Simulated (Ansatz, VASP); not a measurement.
## One calculation of PbSe, two programs

```xyz
2
Lattice="-0.0206 3.0681 3.0681 3.0681 -0.0206 3.0681 3.0681 3.0681 -0.0206" Properties=species:S:1:pos:R:3 pbc="T T T"
Pb    0.0000    0.0000    0.0000
Se    3.0578    3.0578    3.0578
```

Change from the starting cell: shear_111 strain -1.0%.

Alike in both runs: task single point; functional r2SCAN; k mesh 8 × 8 × 8; no spin polarisation.

|  | VASP | Ansatz |
| --- | --- | --- |
| version | VASP 6.6.1 | Ansatz 0.2.0 |
| potentials or method | VASP PAW PBE potentials, release 64 (Pb_d, Se) | plane waves, PAW |
| plane-wave cutoff (eV) | 550 | 500 |
| occupations | gaussian, width 0.01 eV | fixed |
| valence electrons in the cell | 20 | 30 |

|  | VASP | Ansatz | Ansatz less VASP |
| --- | --- | --- | --- |
| gap on the k mesh at the Fermi level (eV) | 0.57 | 0.57 | -0.007 |
| pressure (GPa) | 0.6 | 0.5 | -0.03 |
| traceless stress, the component that is largest in VASP (GPa) | 0.12 | 0.12 | 0.000 |

VASP's potentials were made for PBE, not for r2SCAN. VASP's potentials hold 20 valence electrons a cell and Ansatz's 30, so a difference there can come from the potentials and not from the codes.

Neither program's run includes spin-orbit coupling.
